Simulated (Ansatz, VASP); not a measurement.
# Zn: VASP beside Ansatz

The input INCAR:

```
PREC     = Accurate       # precision mode
ENCUT    = 600            # plane-wave cutoff, eV
EDIFF    = 1E-6           # SCF threshold, eV
ISMEAR   = -1             # smearing method
SIGMA    = 0.05           # smearing width, eV
LREAL    = False          # projectors in reciprocal space
LASPH    = True           # aspherical terms in the spheres
NELM     = 100            # most SCF steps
ALGO     = Normal         # electronic algorithm
ISIF     = 3              # what is computed and relaxed
LWAVE    = False          # write WAVECAR
LCHARG   = False          # write CHGCAR
GGA      = PE             # functional
IBRION   = 2              # ionic algorithm
NSW      = 60             # ionic steps
EDIFFG   = -0.005         # ionic threshold
```

Contents of KPOINTS:

```
regular mesh
0
Gamma
  18 18 18
```

File POSCAR:

```
Zn
1.0
   -1.5589149808      1.5589149808      1.5589149808
    1.5589149808     -1.5589149808      1.5589149808
    1.5589149808      1.5589149808     -1.5589149808
Zn
1
Direct
    0.0000000000      0.0000000000      0.0000000000
```

Input for Ansatz:

```yaml
crystal:
  lattice:
    - [-1.5589149808, 1.5589149808, 1.5589149808]
    - [1.5589149808, -1.5589149808, 1.5589149808]
    - [1.5589149808, 1.5589149808, -1.5589149808]
  atoms:
    - { symbol: Zn, position: [0.0, 0.0, 0.0] }
kpoints:
  mp_grid: { grid: [18, 18, 18] }
scf:
  occupations: { method: fermi_dirac, width: 0.05 }
hamiltonian:
  xc: pbe
  pseudopotentials: { kind: paw }
output:
  forces: true
  stress: true
relax:
  f_tol: 0.005
  max_steps: 40
  cell: {}
```

Alike in both runs: task relaxation of cell and atoms; functional PBE; k mesh 18 × 18 × 18; occupations fermi-dirac, width 0.05 eV; no spin polarisation.

```csv
,VASP,Ansatz
version,VASP 6.6.1,Ansatz 0.2.0
potentials or method,"VASP PAW PBE potentials, release 64 (Zn)","PAW with Ansatz's default frozen-core files, scalar-relativistic"
plane-wave cutoff (eV),600,420
valence electrons in the cell,12,12
```

Ansatz gave:

- relaxed volume (Å³/atom): 15.36
- relaxed cell length with the largest relative difference (Å): 2.712

Question: Which values does VASP return?

Answer: Relaxed volume (Å³/atom): 15.43; relaxed cell length with the largest relative difference (Å): 2.716.
